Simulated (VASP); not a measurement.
# Zn12P in VASP: single point with PBE

Aim: the single point of Zn12P with PBE.

Everything below comes from runs of VASP 6.6.1. Logs are shortened: lines on timing, memory, paths and dates and some standing lists are left out, and cuts for length are marked.

## Step 1: The cell of the first run

The cell holds a slab with vacuum, 13 atoms: a = 5.320 Å, b = 5.320 Å, c = 15.937 Å, α = 90.00°, β = 90.00°, γ = 60.00°.

## Step 2: Single point, PBE

Contents of INCAR:

```
SYSTEM = Zn12P
PREC = Accurate
ENCUT = 520
EDIFF = 1E-6
ISMEAR = -1
SIGMA = 0.05
LREAL = .False.
LASPH = .True.
NELM = 60
ALGO = Normal
ISIF = 2
LWAVE = .False.
LCHARG = .False.
GGA = PE
NBANDS = 86
```

Contents of KPOINTS:

```
regular mesh
0
Gamma
  5 5 1
  0 0 0
```

Contents of POSCAR:

```
Zn12P
1.0
    5.3200000000      0.0000000000      0.0000000000
    2.6600000000      4.6072550000      0.0000000000
    0.0000000000      0.0000000000     15.9369600000
Zn P
12 1
Direct
    0.0000000000      0.0000000000      0.0627472241
    0.5000000000      0.0000000000      0.0627472241
   -0.0000000543      0.5000001085      0.0627472241
    0.4999999457      0.5000001085      0.0627472241
   -0.1653706522      0.3235683721      0.2142323881
    0.3422593877      0.3221981418      0.2160803566
   -0.1642619642      0.8283513719      0.2146192875
    0.3353604068      0.8238111413      0.2163726332
    0.0002569321      0.0007846321      0.3677312988
    0.4858968423      0.0278803756      0.3738849818
    0.0301854786      0.4882384413      0.3545796061
    0.4995662124      0.4999803571      0.3949677354
    0.7494496918      0.6816340750      0.4739966091
```

Potentials or basis: VASP PAW PBE potentials, release 64 (Zn, P).

Command:

```sh
cat potpaw_PBE.64/Zn/POTCAR potpaw_PBE.64/P/POTCAR > POTCAR
mpirun -np 1 vasp_std > vasp.out
```

OUTCAR:

```text
SYSTEM = Zn12P
   PREC = Accurate
   ENCUT = 520
   EDIFF = 1E-6
   ISMEAR = -1
   LREAL = .False.
   LASPH = .True.
   NELM = 60
   ISIF = 2
   GGA = PE

 ion  position               nearest neighbor table
   1  0.000  0.000  0.063-   4 2.66   3 2.66   2 2.66   2 2.66   3 2.66   4 2.66   5 2.84   7 2.87
                             8 2.90
   2  0.500  0.000  0.063-   3 2.66   4 2.66   1 2.66   1 2.66   4 2.66   3 2.66   6 2.86   7 2.87
                             8 2.91
   3  1.000  0.500  0.063-   2 2.66   1 2.66   4 2.66   4 2.66   1 2.66   2 2.66   7 2.85   5 2.88
                             6 2.91
   4  0.500  0.500  0.063-   1 2.66   2 2.66   3 2.66   3 2.66   2 2.66   1 2.66   5 2.86   8 2.87
                             6 2.89
   5  0.835  0.324  0.214-   6 2.62   7 2.63   8 2.66   8 2.66   7 2.69   6 2.70  11 2.79   1 2.84
                             9 2.86   4 2.86   3 2.88
   6  0.342  0.322  0.216-   5 2.62   7 2.63  11 2.63   8 2.65   8 2.67   7 2.69   5 2.70  10 2.86
                             2 2.86   4 2.89   3 2.91
   7  0.836  0.828  0.215-   6 2.63   5 2.63   8 2.65   8 2.67   5 2.69   6 2.69  11 2.73   3 2.85
                             2 2.87   1 2.87   9 2.89  10 3.01
   8  0.335  0.824  0.216-   7 2.65   6 2.65   5 2.66   5 2.66   6 2.67   7 2.67   9 2.86   4 2.87
                             1 2.90   2 2.91  10 3.00
   9  0.000  0.001  0.368-  11 2.66  10 2.66  10 2.67  11 2.68  12 2.69  12 2.70   5 2.86   8 2.86
                             7 2.89
  10  0.486  0.028  0.374-  13 2.31  11 2.46  12 2.57   9 2.66   9 2.67  12 2.79   6 2.86  11 2.90
                             8 3.00   7 3.01
  11  0.030  0.488  0.355-  13 2.32  10 2.46  12 2.61   6 2.63   9 2.66   9 2.68   7 2.73   5 2.79
                            12 2.87  10 2.90
  12  0.500  0.500  0.395-  13 2.36  10 2.57  11 2.61   9 2.69   9 2.70  10 2.79  11 2.87
  13  0.749  0.682  0.474-  10 2.31  11 2.32  12 2.36

  LATTYP: Found a hexagonal cell.
 ALAT       =     5.3199998717
 C/A-ratio  =     2.9956692452

  Lattice vectors:

 A1 = (  -2.6600000000,  -4.6072550000,   0.0000000000)
 A2 = (   5.3200000000,   0.0000000000,   0.0000000000)
 A3 = (   0.0000000000,   0.0000000000,  15.9369600000)

Analysis of symmetry for initial positions (statically):
=====================================================================
 Subroutine PRICEL returns:
 Original cell was already a primitive cell.

 Routine SETGRP: Setting up the symmetry group for a
 hexagonal supercell.

 Subroutine GETGRP returns: Found  1 space group operations
 (whereof  1 operations were pure point group operations)
 out of a pool of 24 trial point group operations.

The static configuration has the point symmetry C_1 .

Analysis of symmetry for dynamics (positions and initial velocities):
=====================================================================
 Subroutine PRICEL returns:
 Original cell was already a primitive cell.

 Routine SETGRP: Setting up the symmetry group for a
 hexagonal supercell.

 Subroutine GETGRP returns: Found  1 space group operations
 (whereof  1 operations were pure point group operations)
 out of a pool of 24 trial point group operations.

The dynamic configuration has the point symmetry C_1 .

 Subroutine INISYM returns: Found  1 space group operations
 (whereof  1 operations are pure point group operations),
 and found     1 'primitive' translations

----------------------------------------------------------------------------------------

                                     Primitive cell

  volume of cell :     390.6244

  direct lattice vectors                    reciprocal lattice vectors
     5.320000000  0.000000000  0.000000000     0.187969925 -0.108524490  0.000000000
     2.660000000  4.607255000  0.000000000     0.000000000  0.217048980  0.000000000
     0.000000000  0.000000000 15.936960000     0.000000000  0.000000000  0.062747224

  length of vectors
     5.320000000  5.319999872 15.936960000     0.217048975  0.217048980  0.062747224

  position of ions in fractional coordinates (direct lattice)
[... 38 lines left out ...]
 Generating k-lattice:

  Cartesian coordinates                     Fractional coordinates (reciprocal lattice)
     0.037593985 -0.021704898  0.000000000     0.200000000  0.000000000  0.000000000
     0.000000000  0.043409796  0.000000000     0.000000000  0.200000000  0.000000000
     0.000000000  0.000000000  0.062747224     0.000000000  0.000000000  1.000000000

  Length of vectors
     0.043409795  0.043409796  0.062747224

  Shift w.r.t. Gamma in fractional coordinates (k-lattice)
     0.000000000  0.000000000  0.000000000

 Subroutine IBZKPT returns following result:
 ===========================================

 Found     13 irreducible k-points:

 Following reciprocal coordinates:
            Coordinates               Weight
  0.000000  0.000000  0.000000      1.000000
  0.200000  0.000000  0.000000      2.000000
  0.200000  0.200000  0.000000      2.000000
  0.000000  0.200000  0.000000      2.000000
  0.400000  0.000000  0.000000      2.000000
  0.400000  0.400000  0.000000      2.000000
  0.000000  0.400000  0.000000      2.000000
  0.400000  0.200000  0.000000      2.000000
  0.200000  0.400000  0.000000      2.000000
 -0.200000  0.200000  0.000000      2.000000
 -0.400000  0.200000  0.000000      2.000000
  0.400000 -0.400000  0.000000      2.000000
 -0.200000  0.400000  0.000000      2.000000
   k-points           NKPTS =     13   k-points in BZ     NKDIM =     13   number of bands    NBANDS=     86
   number of dos      NEDOS =    301   number of ions     NIONS =     13
   total plane-waves  NPLWV = 192000
   dimension x,y,z NGX =    40 NGY =   40 NGZ =  120
   dimension x,y,z NGXF=    80 NGYF=   80 NGZF=  240
   ions per type =              12   1
   NGX,Y,Z   is equivalent  to a cutoff of  12.50, 12.50, 12.52 a.u.
   NGXF,Y,Z  is equivalent  to a cutoff of  25.00, 25.00, 25.04 a.u.
 SYSTEM =  Zn12P
   PREC   = accura    normal or accurate (medium, high low for compatibility)
   ISTART =      0    job   : 0-new  1-cont  2-samecut
   ICHARG =      2    charge: 1-file 2-atom 10-const
   ISPIN  =      1    spin polarized calculation?
   LNONCOLLINEAR =      F non collinear calculations
   LSORBIT =      F    spin-orbit coupling
   LASPH  =      T    aspherical Exc in radial PAW
   ENCUT  =  520.0 eV  38.22 Ry    6.18 a.u.   9.89  9.89 29.63*2*pi/ulx,y,z
   NELM   =     60;   NELMIN=  2; NELMDL= -5     # of ELM steps
   EDIFF  = 0.1E-05   stopping-criterion for ELM
   LREAL  =      F    real-space projection
   EDIFFG = 0.1E-04   stopping-criterion for IOM
   NSW    =      0    number of steps for IOM
   IBRION =     -1    ionic relax: 0-MD 1-quasi-New 2-CG
   NFREE  =      0    steps in history (QN), initial steepest desc. (CG)
   ISIF   =      2    stress and relaxation
   ISYM   =      2    0-nonsym 1-usesym 2-fastsym
   POTIM  = 0.5000    time-step for ionic-motion
   TEBEG  =    0.0;   TEEND  =   0.0 temperature during run
   PSTRESS=    0.0 pullay stress
   NELECT =     149.0000    total number of electrons
   NUPDOWN=      -1.0000    fix difference up-down
   EMIN   =  10.00;   EMAX   =-10.00  energy-range for DOS
   EFERMI =   0.00;   METHOD = LEGACY
   ISMEAR =    -1;   SIGMA  =   0.05  broadening in eV -4-tet -1-fermi 0-gaus
   EFERMI_NEDOS =   21; number of points for ismear=-14 and -15
   IALGO  =     38    algorithm
   IMIX   =      4    mixing-type and parameters
     AMIX     =   0.40;   BMIX     =  1.00
     AMIX_MAG =   1.60;   BMIX_MAG =  1.00
  volume/ion in A,a.u.               =      30.05       202.77
  Fermi-wavevector in a.u.,A,eV,Ry     =   1.187273  2.243620 19.178995  1.409616
  Thomas-Fermi vector in A             =   2.323428
   LORBIT       =      0    0 simple, 1 ext, 2 COOP (PROOUT), +10 PAW based schemes
   GGA     = PE    functional components
   LHFCALC =     F    Hartree Fock is set to
   AEXX    =    0.0000 exact exchange contribution
   IVDW    =     0    specifies the selected vdW correction
   LEPSILON=     F    determine dielectric tensor
   LRPA    =     F    only Hartree local field effects (RPA)
 non-spin polarized calculation
  energy-cutoff  :      520.00
  volume of cell :      390.62
 maximum number of plane-waves:     10547
   NGX = 19   NGY = 19   NGZ = 59

 number of electron     149.0000003 magnetization

 Free energy of the ion-electron system (eV)
  ---------------------------------------------------
  ext. energy  EPLUGINS =         0.00000000
  ---------------------------------------------------
  free energy    TOTEN  =       -16.93523599 eV

  energy without entropy =      -16.89567369  energy(sigma->0) =      -16.91545484

 E-fermi :  -0.5086     XC(G=0):  -6.8176

 val. band max:       -0.6001459063   @ k =   0.2000   0.2000   0.0000
 cond. band min:      -0.5073397505   @ k =  -0.2000   0.2000   0.0000
 fundamental gap:      0.0928061558
 Fermi energy:        -0.5085827339

 k-point     1 :       0.0000    0.0000    0.0000
  band No.  band energies     occupation
      1     -11.5851      2.00000
      2     -10.1638      2.00000
      3      -9.0372      2.00000
      4      -8.9408      2.00000
      5      -8.8422      2.00000
      6      -8.8146      2.00000
[... 1146 lines left out ...]
     85       4.1463      0.00000
     86       4.6112      0.00000

------------------------ aborting loop because EDIFF is reached ----------------------------------------

  FORCE on cell =-STRESS in cart. coord.  units (eV):
  Direction    XX          YY          ZZ          XY          YZ          ZX
  --------------------------------------------------------------------------------------
  -------------------------------------------------------------------------------------
  Total       -0.0866928      1.5710943      0.2485241     -1.7150503      0.3006738     -0.0705176
  in kB       -0.3555774      6.4439694      1.0193415     -7.0344167      1.2332377     -0.2892338
  external PRESSURE =       2.3692445 kB  Pullay stress =       0.0000000 kB

 VOLUME and BASIS-vectors are now :
 -----------------------------------------------------------------------------
  energy-cutoff  :      520.00
  volume of cell :      390.62
      direct lattice vectors                 reciprocal lattice vectors
     5.320000000  0.000000000  0.000000000     0.187969925 -0.108524490  0.000000000
     2.660000000  4.607255000  0.000000000     0.000000000  0.217048980  0.000000000
     0.000000000  0.000000000 15.936960000     0.000000000  0.000000000  0.062747224

 POSITION                                       TOTAL-FORCE (eV/Angst)
 -----------------------------------------------------------------------------------
      0.00000      0.00000      1.00000         0.067713     -0.015691      0.024781
      2.66000      0.00000      1.00000        -0.049466      0.105591     -0.039296
      6.65000      2.30363      1.00000         0.105364     -0.103772     -0.004830
      3.99000      2.30363      1.00000        -0.107475     -0.051633     -0.026056
      5.30092      1.49076      3.41421        -0.000351      0.007250     -0.000921
      2.67787      1.48445      3.44366         0.000188      0.005907      0.000726
      6.64954      3.81643      3.42038        -0.002993      0.001413      0.005161
      3.97546      3.79551      3.44832        -0.001509      0.004056     -0.003359
      0.00345      0.00362      5.86052         0.002215      0.016445     -0.013475
      2.65913      0.12845      5.95859         0.006253     -0.010642     -0.022087
      1.45930      2.24944      5.65092        -0.009889      0.014168      0.015068
      3.98764      2.30354      6.29459        -0.010097      0.009796      0.029700
      5.80022      3.14046      7.55406         0.000047      0.017110      0.034588
 -----------------------------------------------------------------------------------
    total drift:                                0.000204     -0.000354      0.000646

  FREE ENERGIE OF THE ION-ELECTRON SYSTEM (eV)
  ---------------------------------------------------
  free  energy   TOTEN  =       -16.9352359856 eV

  energy  without entropy=      -16.8956736863  energy(sigma->0) =      -16.91545484
```

Run time: 25 min. Hardware: 1 thread of Intel Xeon 8259CL, shared host; peak memory 0.65 GiB.

What came out:

```
Free energy            : -16.9352 eV
Largest force          : 0.148 eV/Å
Band gap on the k mesh : zero (an odd number of electrons rules out a gap without spin polarisation)
```

Forces in eV/Å, atoms in the order of the input:
```
Zn   0.068 -0.016  0.025
Zn  -0.049  0.106 -0.039
Zn   0.105 -0.104 -0.005
Zn  -0.107 -0.052 -0.026
Zn   0.000  0.007 -0.001
Zn   0.000  0.006  0.001
Zn  -0.003  0.001  0.005
Zn  -0.002  0.004 -0.003
Zn   0.002  0.016 -0.013
Zn   0.006 -0.011 -0.022
Zn  -0.010  0.014  0.015
Zn  -0.010  0.010  0.030
P    0.000  0.017  0.035
```

Caveat: there is no dipole correction, which matters where the two faces differ.

The gap in the log of VASP goes by the Fermi energy; the results here count the filled bands.